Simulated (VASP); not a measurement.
Set up this calculation in VASP 6.6.1, as the native input.

| Quantity | Value |
| --- | --- |
| Task | single point |
| Functional | r2SCAN |
| Potentials or basis | VASP PAW PBE potentials, release 64 (Ag) |
| Cutoff | 550 eV |
| k mesh | 8 × 8 × 8 |
| Occupations | fermi-dirac, width 0.05 eV |
| Spin | no spin polarisation |
| Dipole correction | no |
| Further INCAR settings | ALGO = Normal; EDIFF = 1e-06; NBANDS = 18 |

Ag:

```xyz
2
Lattice="0.0000 2.8368 2.8368 2.8368 0.0000 2.8368 2.8368 2.8368 0.0000" Properties=species:S:1:pos:R:3 pbc="T T T"
Ag    5.6736    5.6736    5.6736
Ag    1.4184    1.4184    1.4184
```

This isn't the form of Ag at room conditions, which is fcc.

One way to write it, as run:

POSCAR

```
Ag
1.0
    0.0000000000      2.8368126706      2.8368126706
    2.8368126706      0.0000000000      2.8368126706
    2.8368126706      2.8368126706      0.0000000000
Ag
2
Direct
    1.0000000000      1.0000000000      1.0000000000
    0.2500000000      0.2500000000      0.2500000000
```

INCAR.step1

```
PREC     = Accurate       # precision mode
ENCUT    = 550            # plane-wave cutoff, eV
ISMEAR   = -1             # smearing method
SIGMA    = 0.05           # smearing width, eV
LREAL    = False          # projectors in reciprocal space
LASPH    = True           # aspherical terms in the spheres
NELM     = 120            # most SCF steps
NBANDS   = 18             # bands
GGA      = PE             # functional
ALGO     = Normal         # electronic algorithm
EDIFF    = 1E-5           # SCF threshold, eV
LWAVE    = True           # write WAVECAR
LCHARG   = False          # write CHGCAR
GGA_COMPAT= False
```

INCAR.step2

```
PREC     = Accurate       # precision mode
ENCUT    = 550            # plane-wave cutoff, eV
EDIFF    = 1E-6           # SCF threshold, eV
ISMEAR   = -1             # smearing method
SIGMA    = 0.05           # smearing width, eV
LREAL    = False          # projectors in reciprocal space
LASPH    = True           # aspherical terms in the spheres
NELM     = 120            # most SCF steps
ALGO     = Normal         # electronic algorithm
ISIF     = 2              # what is computed and relaxed
LWAVE    = False          # write WAVECAR
LCHARG   = True           # write CHGCAR
METAGGA  = R2SCAN         # meta-GGA
LMIXTAU  = True         
LELF     = True           # ELF
LVHAR    = True         
NBANDS   = 18             # bands
ISTART   = 1            
GGA_COMPAT= False
```

KPOINTS

```
regular mesh
0
Gamma
  8 8 8
```

Potentials or basis: VASP PAW PBE potentials, release 64 (Ag).

Launch:

```sh
$ cat potpaw_PBE.64/Ag/POTCAR > POTCAR
$ cp INCAR.step1 INCAR
$ mpirun -np 1 vasp_std > vasp.out
$ cp INCAR.step2 INCAR
$ mpirun -np 1 vasp_std > vasp.out
```

It gave:

```json
{
  "Pressure": "15.2 GPa",
  "Band gap on the k mesh": "zero (bands 11 and 12 overlap by 1.51 eV)"
}
```

Caveat: the cell stands under pressure; the PAW data sets were made with another functional, which shifts forces and pressure a little.

Run time: 36 s on 1 thread of Intel(R) Xeon(R) 6975P-C (Granite Rapids), on a shared host, peak memory 0.18 GiB.
